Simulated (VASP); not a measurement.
# FeSeO (Pmmn) in VASP: single point with r2SCAN

Aim: the single point of FeSeO with r2SCAN.

Program: VASP 6.6.1. These are calculated values, not measurements. Logs are shortened: lines on timing, memory, paths and dates and some standing lists are left out, and cuts for length are marked.

### 1 The cell of the first run

Symmetry: Pmmn, No. 59, orthorhombic system. Conventional cell: a = 3.268 Å, b = 3.714 Å, c = 7.577 Å, α = 90.00°, β = 90.00°, γ = 90.00°. Fe (site symmetry mm2) has 4 O at 1.86 to 2.13 Å and 2 Se at 2.27 Å within 2.5 Å. Within 3.0 Å of Se (site symmetry mm2) lie 2 Fe at 2.27 Å and 5 O at 2.94 to 2.99 Å. O (site symmetry mm2) has 4 Fe at 1.86 to 2.13 Å within 2.5 Å.

### 2 Single point, r2SCAN

POSCAR reads:

```
FeSeO
1.0
    3.7139864300      0.0000000000      0.0000000000
    0.0000000000      7.5765322800      0.0000000000
    0.0000000000      0.0000000000      3.2683081800
Fe Se O
2 2 2
Direct
    0.0000000000      0.0970000000      0.5000000000
    0.5000000000      0.9030000000      0.0000000000
    0.0000000000      0.3050000000      0.0000000000
    0.5000000000      0.6950000000      0.5000000000
    0.0000000000      0.9170000000      0.0000000000
    0.5000000000      0.0830000000      0.5000000000
```

INCAR.step1 reads:

```
SYSTEM = FeSeO
PREC = Accurate ; ENCUT = 520
ISMEAR = -5 ; SIGMA = 0.1232
LREAL = .FALSE. ; LASPH = .TRUE.
NELM = 100 ; LMAXMIX = 4
GGA = PE ; ALGO = Normal
EDIFF = 1E-4 ; LWAVE = .TRUE.
LCHARG = .FALSE.
```

INCAR.step2 reads:

```
SYSTEM = FeSeO
PREC = Accurate ; ENCUT = 520
EDIFF = 1E-6 ; ISMEAR = -1
SIGMA = 0.1232 ; LREAL = .FALSE.
LASPH = .TRUE. ; NELM = 100
ALGO = Normal ; ISIF = 2
LWAVE = .FALSE. ; LCHARG = .FALSE.
LMAXMIX = 4 ; METAGGA = R2SCAN
LMIXTAU = .TRUE. ; LORBIT = 11
ISTART = 1
```

KPOINTS reads:

```
regular mesh
0
G
  9 5 10
  0 0 0
```

Potentials or basis: VASP PAW PBE potentials, release 64 (Fe, Se, O).

On the command line:

```console
$ cat potpaw_PBE.64/Fe/POTCAR potpaw_PBE.64/Se/POTCAR potpaw_PBE.64/O/POTCAR > POTCAR
$ cp INCAR.step1 INCAR
$ mpirun -np 1 vasp_std > vasp.out
$ cp INCAR.step2 INCAR
$ mpirun -np 1 vasp_std > vasp.out
```

OUTCAR:

```text
SYSTEM = FeSeO
   PREC = Accurate
   ENCUT = 520
   EDIFF = 1E-6
   ISMEAR = -1
   LREAL = .FALSE.
   LASPH = .TRUE.
   NELM = 100
   ISIF = 2
   METAGGA = R2SCAN
   LORBIT = 11
   ISTART = 1

 ion  position               nearest neighbor table
   1  0.000  0.097  0.500-   6 1.86   6 1.86   5 2.13   5 2.13   3 2.27   3 2.27   2 2.88   2 2.88
                             2 2.88   2 2.88
   2  0.500  0.903  0.000-   5 1.86   5 1.86   6 2.13   6 2.13   4 2.27   4 2.27   1 2.88   1 2.88
                             1 2.88   1 2.88
   3  0.000  0.305  0.000-   1 2.27   1 2.27
   4  0.500  0.695  0.500-   2 2.27   2 2.27
   5  0.000  0.917  0.000-   2 1.86   2 1.86   1 2.13   1 2.13
   6  0.500  0.083  0.500-   1 1.86   1 1.86   2 2.13   2 2.13

  LATTYP: Found a simple orthorhombic cell.
 ALAT       =     3.2683081800
 B/A-ratio  =     1.1363635941
 C/A-ratio  =     2.3181817205

  Lattice vectors:

 A1 = (   0.0000000000,   0.0000000000,   3.2683081800)
 A2 = (   3.7139864300,   0.0000000000,   0.0000000000)
 A3 = (   0.0000000000,   7.5765322800,   0.0000000000)

Analysis of symmetry for initial positions (statically):
=====================================================================
 Subroutine PRICEL returns:
 Original cell was already a primitive cell.

 Routine SETGRP: Setting up the symmetry group for a
 simple orthorhombic supercell.

 Subroutine GETGRP returns: Found  8 space group operations
 (whereof  4 operations were pure point group operations)
 out of a pool of  8 trial point group operations.

The static configuration has the point symmetry C_2v.
 The point group associated with its full space group is D_2h.

Analysis of symmetry for dynamics (positions and initial velocities):
=====================================================================
 Subroutine PRICEL returns:
 Original cell was already a primitive cell.

 Routine SETGRP: Setting up the symmetry group for a
 simple orthorhombic supercell.

 Subroutine GETGRP returns: Found  8 space group operations
 (whereof  4 operations were pure point group operations)
 out of a pool of  8 trial point group operations.

The dynamic configuration has the point symmetry C_2v.
 The point group associated with its full space group is D_2h.

 Subroutine INISYM returns: Found  8 space group operations
 (whereof  4 operations are pure point group operations),
 and found     1 'primitive' translations

----------------------------------------------------------------------------------------

                                     Primitive cell

  volume of cell :      91.9674

  direct lattice vectors                    reciprocal lattice vectors
     3.713986430  0.000000000  0.000000000     0.269252465  0.000000000  0.000000000
     0.000000000  7.576532280  0.000000000     0.000000000  0.131986503  0.000000000
     0.000000000  0.000000000  3.268308180     0.000000000  0.000000000  0.305968698

  length of vectors
     3.713986430  7.576532280  3.268308180     0.269252465  0.131986503  0.305968698

  position of ions in fractional coordinates (direct lattice)
     0.000000000  0.097000000  0.500000000
     0.500000000  0.903000000  0.000000000
     0.000000000  0.305000000  0.000000000
     0.500000000  0.695000000  0.500000000
     0.000000000  0.917000000  0.000000000
     0.500000000  0.083000000  0.500000000

  ion indices of the primitive-cell ions
   primitive index   ion index
                 1           1
                 2           2
                 3           3
                 4           4
                 5           5
                 6           6

----------------------------------------------------------------------------------------

 KPOINTS: regular mesh

Automatic generation of k-mesh.
 Grid dimensions read from file:
 generate k-points for:    9    5   10

 Generating k-lattice:

  Cartesian coordinates                     Fractional coordinates (reciprocal lattice)
     0.029916941  0.000000000  0.000000000     0.111111111  0.000000000  0.000000000
     0.000000000  0.026397301  0.000000000     0.000000000  0.200000000  0.000000000
     0.000000000  0.000000000  0.030596870     0.000000000  0.000000000  0.100000000

  Length of vectors
     0.029916941  0.026397301  0.030596870

  Shift w.r.t. Gamma in fractional coordinates (k-lattice)
     0.000000000  0.000000000  0.000000000

 Subroutine IBZKPT returns following result:
 ===========================================

 Found     90 irreducible k-points:

 Following reciprocal coordinates:
            Coordinates               Weight
  0.000000  0.000000  0.000000      1.000000
  0.111111  0.000000  0.000000      2.000000
  0.222222  0.000000  0.000000      2.000000
  0.333333  0.000000  0.000000      2.000000
  0.444444  0.000000  0.000000      2.000000
  0.000000  0.200000  0.000000      2.000000
[... 16 lines left out ...]
  0.222222  0.200000  0.100000      8.000000
  0.333333  0.200000  0.100000      8.000000
 [... further k-points ...]
   k-points           NKPTS =     90   k-points in BZ     NKDIM =     90   number of bands    NBANDS=     24
   number of dos      NEDOS =    301   number of ions     NIONS =      6
   total plane-waves  NPLWV =  37632
   dimension x,y,z NGX =    28 NGY =   56 NGZ =   24
   dimension x,y,z NGXF=    56 NGYF=  112 NGZF=   48
   ions per type =               2   2   2
   NGX,Y,Z   is equivalent  to a cutoff of  12.53, 12.29, 12.21 a.u.
   NGXF,Y,Z  is equivalent  to a cutoff of  25.07, 24.58, 24.42 a.u.
 SYSTEM =  FeSeO
   PREC   = accura    normal or accurate (medium, high low for compatibility)
   ISTART =      1    job   : 0-new  1-cont  2-samecut
   ICHARG =      0    charge: 1-file 2-atom 10-const
   ISPIN  =      1    spin polarized calculation?
   LNONCOLLINEAR =      F non collinear calculations
   LSORBIT =      F    spin-orbit coupling
   LASPH  =      T    aspherical Exc in radial PAW
   ENCUT  =  520.0 eV  38.22 Ry    6.18 a.u.   6.91 14.09  6.08*2*pi/ulx,y,z
   NELM   =    100;   NELMIN=  2; NELMDL=  0     # of ELM steps
   EDIFF  = 0.1E-05   stopping-criterion for ELM
   LREAL  =      F    real-space projection
   EDIFFG = 0.1E-04   stopping-criterion for IOM
   NSW    =      0    number of steps for IOM
   IBRION =     -1    ionic relax: 0-MD 1-quasi-New 2-CG
   NFREE  =      0    steps in history (QN), initial steepest desc. (CG)
   ISIF   =      2    stress and relaxation
   ISYM   =      2    0-nonsym 1-usesym 2-fastsym
   POTIM  = 0.5000    time-step for ionic-motion
   TEBEG  =    0.0;   TEEND  =   0.0 temperature during run
   PSTRESS=    0.0 pullay stress
   NELECT =      40.0000    total number of electrons
   NUPDOWN=      -1.0000    fix difference up-down
   EMIN   =  10.00;   EMAX   =-10.00  energy-range for DOS
   EFERMI =   0.00;   METHOD = LEGACY
   ISMEAR =    -1;   SIGMA  =   0.12  broadening in eV -4-tet -1-fermi 0-gaus
   EFERMI_NEDOS =   21; number of points for ismear=-14 and -15
   IALGO  =     38    algorithm
   IMIX   =      4    mixing-type and parameters
     AMIX     =   0.40;   BMIX     =  1.00
     AMIX_MAG =   1.60;   BMIX_MAG =  1.00
  volume/ion in A,a.u.               =      15.33       103.44
  Fermi-wavevector in a.u.,A,eV,Ry     =   1.240367  2.343954 20.932706  1.538510
  Thomas-Fermi vector in A             =   2.374811
   LORBIT       =     11    0 simple, 1 ext, 2 COOP (PROOUT), +10 PAW based schemes
   METAGGA = R2SCAN    functional components
   LHFCALC =     F    Hartree Fock is set to
   AEXX    =    0.0000 exact exchange contribution
   IVDW    =     0    specifies the selected vdW correction
   LEPSILON=     F    determine dielectric tensor
   LRPA    =     F    only Hartree local field effects (RPA)
 non-spin polarized calculation
  energy-cutoff  :      520.00
  volume of cell :       91.97
 maximum number of plane-waves:      2504
 NGX is ok and might be reduce to    28

 number of electron      39.9999991 magnetization

 Free energy of the ion-electron system (eV)
  ---------------------------------------------------
  ext. energy  EPLUGINS =         0.00000000
  ---------------------------------------------------
  free energy    TOTEN  =       -71.91788875 eV

  energy without entropy =      -71.54250745  energy(sigma->0) =      -71.73019810

 E-fermi :   3.1083     XC(G=0): -10.8826

 val. band max:        3.1052051863   @ k =   0.3333   0.0000   0.5000
 cond. band min:       3.1113439107   @ k =   0.3333   0.4000   0.0000
 fundamental gap:      0.0061387244
 Fermi energy:         3.1083410669

 k-point     1 :       0.0000    0.0000    0.0000
  band No.  band energies     occupation
      1     -17.7412      2.00000
      2     -16.7260      2.00000
      3     -10.5369      2.00000
      4     -10.4252      2.00000
      5      -2.9764      2.00000
      6      -2.2832      2.00000
[... 16 lines left out ...]
     23       4.0359      0.00107
     24       4.5539      0.00002

 k-point     2 :       0.1111    0.0000    0.0000
  band No.  band energies     occupation
      1     -17.6717      2.00000
      2     -16.7049      2.00000
      3     -10.5029      2.00000
      4     -10.4052      2.00000
      5      -3.2253      2.00000
      6      -2.3986      2.00000
[... 16 lines left out ...]
     23       4.4635      0.00003
     24       4.9129      0.00000

 k-point     3 :       0.2222    0.0000    0.0000
  band No.  band energies     occupation
      1     -17.4792      2.00000
      2     -16.6627      2.00000
      3     -10.4158      2.00000
      4     -10.3543      2.00000
      5      -3.7184      2.00000
      6      -2.7753      2.00000
[... 16 lines left out ...]
     23       5.2945      0.00000
     24       5.5123      0.00000
[... 514 lines left out ...]
 k-point    23 :       0.2222    0.2000    0.1000
  band No.  band energies     occupation
      1     -17.4437      2.00000
      2     -16.6672      2.00000
      3     -10.4536      2.00000
      4     -10.1764      2.00000
      5      -3.7097      2.00000
      6      -2.7026      2.00000
[... 16 lines left out ...]
     23       5.1368      0.00000
     24       5.5128      0.00000

 k-point    24 :       0.3333    0.2000    0.1000
  band No.  band energies     occupation
      1     -17.1812      2.00000
      2     -16.6523      2.00000
      3     -10.3321      2.00000
      4     -10.1392      2.00000
      5      -4.1213      2.00000
      6      -3.3759      2.00000
[... 16 lines left out ...]
     23       5.5149      0.00000
     24       5.8179      0.00000

 [... further k-points ...]
[... 5 lines left out ...]
  --------------------------------------------------------------------------------------
  -------------------------------------------------------------------------------------
  Total       -4.5459852      1.8873224     -0.8417587      0.0000000      0.0000000      0.0000000
  in kB      -79.1962847     32.8793252    -14.6644041      0.0000000      0.0000000      0.0000000
  external PRESSURE =     -20.3271212 kB  Pullay stress =       0.0000000 kB

 VOLUME and BASIS-vectors are now :
 -----------------------------------------------------------------------------
  energy-cutoff  :      520.00
  volume of cell :       91.97
      direct lattice vectors                 reciprocal lattice vectors
     3.713986430  0.000000000  0.000000000     0.269252465  0.000000000  0.000000000
     0.000000000  7.576532280  0.000000000     0.000000000  0.131986503  0.000000000
     0.000000000  0.000000000  3.268308180     0.000000000  0.000000000  0.305968698

 POSITION                                       TOTAL-FORCE (eV/Angst)
 -----------------------------------------------------------------------------------
      0.00000      0.73492      1.63415         0.000000      1.523808      0.000000
      1.85699      6.84161      0.00000         0.000000     -1.523808      0.000000
      0.00000      2.31084      0.00000         0.000000      0.417027      0.000000
      1.85699      5.26569      1.63415         0.000000     -0.417027      0.000000
      0.00000      6.94768      0.00000         0.000000      1.578728      0.000000
      1.85699      0.62885      1.63415         0.000000     -1.578728      0.000000
 -----------------------------------------------------------------------------------
    total drift:                                0.000000      0.000000      0.000000

  FREE ENERGIE OF THE ION-ELECTRON SYSTEM (eV)
  ---------------------------------------------------
  free  energy   TOTEN  =       -71.9178887493 eV

  energy  without entropy=      -71.5425074549  energy(sigma->0) =      -71.73019810

 total charge

# of ion       s       p       d       tot
------------------------------------------
    1        0.428   0.615   6.320   7.363
    2        0.428   0.615   6.320   7.363
    3        1.492   2.287   0.047   3.826
    4        1.492   2.287   0.047   3.826
    5        1.572   3.446   0.000   5.018
    6        1.572   3.446   0.000   5.018
--------------------------------------------------
tot          6.985  12.695  12.734  32.413
```

Wall time 7.9 min (1 thread of Intel Xeon Platinum 8488C (Sapphire Rapids), shared host); peak memory 0.33 GiB.

What came out:

```yaml
Free_energy: -71.9179 eV
Pressure: -2.0 GPa
Largest_force: 1.579 eV/Å
Band_gap_on_the_k_mesh: zero (band 20 reaches 3.32 eV, above the bottom of band 21 at 2.83 eV)
Valence_electrons_inside_the_program's_atomic_spheres: Fe 7.36; Se 3.83; O 5.02
```

Forces on the atoms (eV/Å):
```
Fe   0.000  1.524  0.000
Fe   0.000 -1.524  0.000
Se   0.000  0.417  0.000
Se   0.000 -0.417  0.000
O    0.000  1.579  0.000
O    0.000 -1.579  0.000
```

Levels at points of the mesh, in eV from the Fermi level:
| k point | band 16 | band 17 | band 18 | band 19 | band 20 | band 21 | band 22 | band 23 | band 24 |
| --- | --- | --- | --- | --- | --- | --- | --- | --- | --- |
| (0.00, 0.00, 0.00) | -1.27 | -0.88 | -0.87 | -0.79 | -0.70 | 0.49 | 0.91 | 0.93 | 1.45 |
| (0.00, 0.00, 0.50) | -2.05 | -1.12 | -1.12 | -0.64 | -0.64 | 0.89 | 0.89 | 0.93 | 0.93 |

Caveat: the PAW data sets were made with another functional, which shifts forces and pressure a little; the run has no spin polarisation, though such a crystal can be magnetic; semilocal functionals often make such compounds metallic where correlation or magnetic order opens a gap, which also shifts bond lengths.
